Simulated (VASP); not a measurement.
# TiTe2 (P-3m1) in VASP: single point with PBE

Aim: the single point of TiTe2 with PBE.

Everything below comes from runs of VASP 6.6.1. Logs are shortened: lines on timing, memory, paths and dates and some standing lists are left out, and cuts for length are marked.

### 1 The cell of the first run

Symmetry: P-3m1, No. 164, trigonal system. The conventional cell has a = 3.777 Å, b = 3.777 Å, c = 6.498 Å, α = 90.00°, β = 90.00°, γ = 120.00°. Within 3.7 Å of Ti (site symmetry -3m) lie 6 Te at 2.77 Å. Within 3.7 Å of Te (site symmetry 3m) lie 3 Ti at 2.77 Å.

### 2 Single point, PBE

Contents of INCAR:

```
PREC     = Accurate       # precision mode
ENCUT    = 520            # plane-wave cutoff, eV
EDIFF    = 1E-6           # SCF threshold, eV
ISMEAR   = -1             # smearing method
SIGMA    = 0.1            # smearing width, eV
LREAL    = False          # projectors in reciprocal space
LASPH    = True           # aspherical terms in the spheres
NELM     = 100            # most SCF steps
ALGO     = Normal         # electronic algorithm
ISIF     = 2              # what is computed and relaxed
LWAVE    = False          # write WAVECAR
LCHARG   = False          # write CHGCAR
GGA      = PE             # functional
NBANDS   = 19             # bands
```

Contents of KPOINTS:

```
Automatic mesh
0
Gamma
  9 9 5
```

Contents of POSCAR:

```
TiTe2
1.0
    3.7770000000      0.0000000000      0.0000000000
   -1.8885000000      3.2709779500      0.0000000000
    0.0000000000      0.0000000000      6.4980000000
Ti Te
1 2
Direct
    0.0000000000      0.0000000000      0.0000000000
    0.6666666700      0.3333333300      0.2628000000
    0.3333333300      0.6666666700      0.7372000000
```

Potentials or basis: VASP PAW PBE potentials, release 64 (Ti_sv, Te).

Command:

```bash
> cat potpaw_PBE.64/Ti_sv/POTCAR potpaw_PBE.64/Te/POTCAR > POTCAR
> mpirun -np 1 vasp_std > vasp.out
```

OUTCAR:

```text
PREC = Accurate
   ENCUT = 520
   EDIFF = 1E-6
   ISMEAR = -1
   LREAL = False
   LASPH = True
   NELM = 100
   ISIF = 2
   GGA = PE

 ion  position               nearest neighbor table
   1  0.000  0.000  0.000-   2 2.77   3 2.77   3 2.77   2 2.77   2 2.77   3 2.77
   2  0.667  0.333  0.263-   1 2.77   1 2.77   1 2.77
   3  0.333  0.667  0.737-   1 2.77   1 2.77   1 2.77

  LATTYP: Found a hexagonal cell.
 ALAT       =     3.7770000000
 C/A-ratio  =     1.7204130262

  Lattice vectors:

 A1 = (   3.7770000000,   0.0000000000,   0.0000000000)
 A2 = (  -1.8885000000,   3.2709779500,   0.0000000000)
 A3 = (   0.0000000000,   0.0000000000,   6.4980000000)

Analysis of symmetry for initial positions (statically):
=====================================================================
 Subroutine PRICEL returns:
 Original cell was already a primitive cell.

 Routine SETGRP: Setting up the symmetry group for a
 hexagonal supercell.

 Subroutine GETGRP returns: Found 12 space group operations
 (whereof 12 operations were pure point group operations)
 out of a pool of 24 trial point group operations.

The static configuration has the point symmetry D_3d.

Analysis of symmetry for dynamics (positions and initial velocities):
=====================================================================
 Subroutine PRICEL returns:
 Original cell was already a primitive cell.

 Routine SETGRP: Setting up the symmetry group for a
 hexagonal supercell.

 Subroutine GETGRP returns: Found 12 space group operations
 (whereof 12 operations were pure point group operations)
 out of a pool of 24 trial point group operations.

The dynamic configuration has the point symmetry D_3d.

 Subroutine INISYM returns: Found 12 space group operations
 (whereof 12 operations are pure point group operations),
 and found     1 'primitive' translations

----------------------------------------------------------------------------------------

                                     Primitive cell

  volume of cell :      80.2794

  direct lattice vectors                    reciprocal lattice vectors
     3.777000000  0.000000000  0.000000000     0.264760392  0.152859484  0.000000000
[... 82 lines left out ...]
   ISPIN  =      1    spin polarized calculation?
   LNONCOLLINEAR =      F non collinear calculations
   LSORBIT =      F    spin-orbit coupling
   LASPH  =      T    aspherical Exc in radial PAW
   ENCUT  =  520.0 eV  38.22 Ry    6.18 a.u.   7.02  7.02 12.08*2*pi/ulx,y,z
   NELM   =    100;   NELMIN=  2; NELMDL= -5     # of ELM steps
   EDIFF  = 0.1E-05   stopping-criterion for ELM
   LREAL  =      F    real-space projection
   EDIFFG = 0.1E-04   stopping-criterion for IOM
   NSW    =      0    number of steps for IOM
   IBRION =     -1    ionic relax: 0-MD 1-quasi-New 2-CG
   NFREE  =      0    steps in history (QN), initial steepest desc. (CG)
   ISIF   =      2    stress and relaxation
   ISYM   =      2    0-nonsym 1-usesym 2-fastsym
   POTIM  = 0.5000    time-step for ionic-motion
   TEBEG  =    0.0;   TEEND  =   0.0 temperature during run
   PSTRESS=    0.0 pullay stress
   NELECT =      24.0000    total number of electrons
   NUPDOWN=      -1.0000    fix difference up-down
   EMIN   =  10.00;   EMAX   =-10.00  energy-range for DOS
   EFERMI =   0.00;   METHOD = LEGACY
   ISMEAR =    -1;   SIGMA  =   0.10  broadening in eV -4-tet -1-fermi 0-gaus
   EFERMI_NEDOS =   21; number of points for ismear=-14 and -15
   IALGO  =     38    algorithm
   IMIX   =      4    mixing-type and parameters
     AMIX     =   0.40;   BMIX     =  1.00
     AMIX_MAG =   1.60;   BMIX_MAG =  1.00
  volume/ion in A,a.u.               =      26.76       180.58
  Fermi-wavevector in a.u.,A,eV,Ry     =   1.094655  2.068597 16.303438  1.198269
  Thomas-Fermi vector in A             =   2.230964
   LORBIT       =      0    0 simple, 1 ext, 2 COOP (PROOUT), +10 PAW based schemes
   GGA     = PE    functional components
   LHFCALC =     F    Hartree Fock is set to
   AEXX    =    0.0000 exact exchange contribution
   IVDW    =     0    specifies the selected vdW correction
   LEPSILON=     F    determine dielectric tensor
   LRPA    =     F    only Hartree local field effects (RPA)
 non-spin polarized calculation
  energy-cutoff  :      520.00
  volume of cell :       80.28
 maximum number of plane-waves:      2183
   NGX = 13   NGY = 13   NGZ = 25

 number of electron      23.9999998 magnetization

 Free energy of the ion-electron system (eV)
  ---------------------------------------------------
  ext. energy  EPLUGINS =         0.00000000
  ---------------------------------------------------
  free energy    TOTEN  =       -16.23009773 eV

  energy without entropy =      -16.18543644  energy(sigma->0) =      -16.20776708

 E-fermi :   6.8113     XC(G=0):  -9.8602

 val. band max:        6.7868999945   @ k =   0.1111   0.0000   0.4000
 cond. band min:       6.8344700615   @ k =   0.1111   0.1111   0.0000
 fundamental gap:      0.0475700670
 Fermi energy:         6.8113483114

 k-point     1 :       0.0000    0.0000    0.0000
  band No.  band energies     occupation
      1     -50.6540      2.00000
      2     -26.9133      2.00000
      3     -26.9133      2.00000
      4     -26.8698      2.00000
      5      -5.5838      2.00000
      6      -4.0811      2.00000
[... 505 lines left out ...]
      6      -3.8249      2.00000
[... 11 lines left out ...]
     18      12.7082      0.00000
     19      13.5098      0.00000

 [... further k-points ...]

------------------------ aborting loop because EDIFF is reached ----------------------------------------

  FORCE on cell =-STRESS in cart. coord.  units (eV):
  Direction    XX          YY          ZZ          XY          YZ          ZX
  --------------------------------------------------------------------------------------
  -------------------------------------------------------------------------------------
  Total        0.3117832      0.3117832      0.7616121      0.0000000      0.0000000      0.0000000
  in kB        6.2224154      6.2224154     15.1998774      0.0000000      0.0000000      0.0000000
  external PRESSURE =       9.2149027 kB  Pullay stress =       0.0000000 kB

 VOLUME and BASIS-vectors are now :
 -----------------------------------------------------------------------------
  energy-cutoff  :      520.00
  volume of cell :       80.28
      direct lattice vectors                 reciprocal lattice vectors
     3.777000000  0.000000000  0.000000000     0.264760392  0.152859484  0.000000000
    -1.888500000  3.270977950  0.000000000     0.000000000  0.305718967  0.000000000
     0.000000000  0.000000000  6.498000000     0.000000000  0.000000000  0.153893506

 POSITION                                       TOTAL-FORCE (eV/Angst)
 -----------------------------------------------------------------------------------
      0.00000      0.00000      0.00000         0.000000      0.000000      0.000000
      1.88850      1.09033      1.70767         0.000000      0.000000      0.038972
     -0.00000      2.18065      4.79033        -0.000000      0.000000     -0.038972
 -----------------------------------------------------------------------------------
    total drift:                                0.000000      0.000000     -0.000000

  FREE ENERGIE OF THE ION-ELECTRON SYSTEM (eV)
  ---------------------------------------------------
  free  energy   TOTEN  =       -16.2300977283 eV

  energy  without entropy=      -16.1854364405  energy(sigma->0) =      -16.20776708
```

stdout:

```text
POSCAR found type information on POSCAR TiTe
 POSCAR found :  2 types and       3 ions
 scaLAPACK will be used
 LDA part: xc-table for (Slater+PW92), standard interpolation
 POSCAR, INCAR and KPOINTS ok, starting setup
 FFT: planning ... GRIDC
 FFT: planning ... GRID_SOFT
 FFT: planning ... GRID
 WAVECAR not read
 entering main loop
```

Run time: 2.3 min. Hardware: 1 thread of AMD EPYC 7R13, shared host; peak memory 0.23 GiB.

Results:

```yaml
Free_energy: -16.2301 eV
Pressure: 0.9 GPa
Largest_force: 0.039 eV/Å
Band_gap_on_the_k_mesh: zero (band 12 reaches 7.22 eV, above the bottom of band 13 at 6.58 eV)
```

Forces in eV/Å, atoms in the order of the input:
```
Ti   0.000  0.000  0.000
Te   0.000  0.000  0.039
Te   0.000  0.000 -0.039
```

Caveat: spin-orbit coupling is left out, which moves the levels of the heavy elements; this functional lacks dispersion, which binds the layers, so the pressure and a relaxed spacing across them are unreliable.
